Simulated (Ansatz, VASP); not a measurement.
# One calculation of Bi, two programs

Contents of INCAR:

```
SYSTEM = Bi
ALGO = Fast ; EDIFF = 1E-6
EDIFFG = -0.01 ; ENCUT = 600
GGA = PS ; IBRION = 2
ISIF = 3 ; ISMEAR = 0
LASPH = .True. ; LCHARG = .False.
LREAL = .False. ; LWAVE = .False.
NELM = 60 ; NSW = 80
PREC = Accurate ; SIGMA = 0.1
```

The input KPOINTS:

```
k-points
0
Gamma
  12 12 8
  0 0 0
```

POSCAR

```
Bi
1.0
    3.4527754788      0.0000000000      0.0000000000
   -1.7263877394      2.9901912782      0.0000000000
    0.0000000000      0.0000000000      5.7690614410
Bi
2
Direct
    0.3333333333      0.6666666667      0.2500000000
    0.6666666667      0.3333333333      0.7500000000
```

Input for Ansatz:

```yaml
crystal:
  lattice:
    - [3.4527754788, 0.0, 0.0]
    - [-1.7263877394, 2.9901912782, 0.0]
    - [0.0, 0.0, 5.769061441]
  atoms:
    - { symbol: Bi, position: [0.3333333333, 0.6666666667, 0.25] }
    - { symbol: Bi, position: [0.6666666667, 0.3333333333, 0.75] }
basis:
  ecutwfc: 420
kpoints:
  mp_grid: { grid: [12, 12, 8] }
hamiltonian:
  xc: pbesol
scf:
  occupations: { method: gaussian, width: 0.1 }
output:
  forces: true
  stress: true
  eigenvalues: true
relax:
  adjacent_minimum: "off"
  f_tol: 0.01
  max_steps: 60
  cell: { stress_tol: 0.1 }
```

Alike in both runs: task relaxation of cell and atoms; functional PBEsol; k mesh 12 × 12 × 8; occupations gaussian, width 0.1 eV; no spin polarisation.

|  | VASP | Ansatz |
| --- | --- | --- |
| version | VASP 6.6.1 | Ansatz 0.2.0 |
| potentials or method | VASP PAW PBE potentials, release 64 (Bi_d), cutoff 600 eV | scalar-relativistic, plane waves, PAW |
| valence electrons in the cell | 30 | 30 |

|  | VASP | Ansatz | Ansatz less VASP |
| --- | --- | --- | --- |
| gap on the k mesh at the Fermi level, each at its own relaxed structure (eV) | none | none | - |
| relaxed volume (Å³/atom) | 30.00 | 30.00 | 0.000 |
| relaxed length of the cell vector where the two differ most in proportion (Å) | 5.753 | 5.753 | -0.0004 |

VASP's potentials were made for PBE, not for PBEsol. A gap of «none» marks a metal or a gap that the smearing closes.

Neither program's run includes spin-orbit coupling.
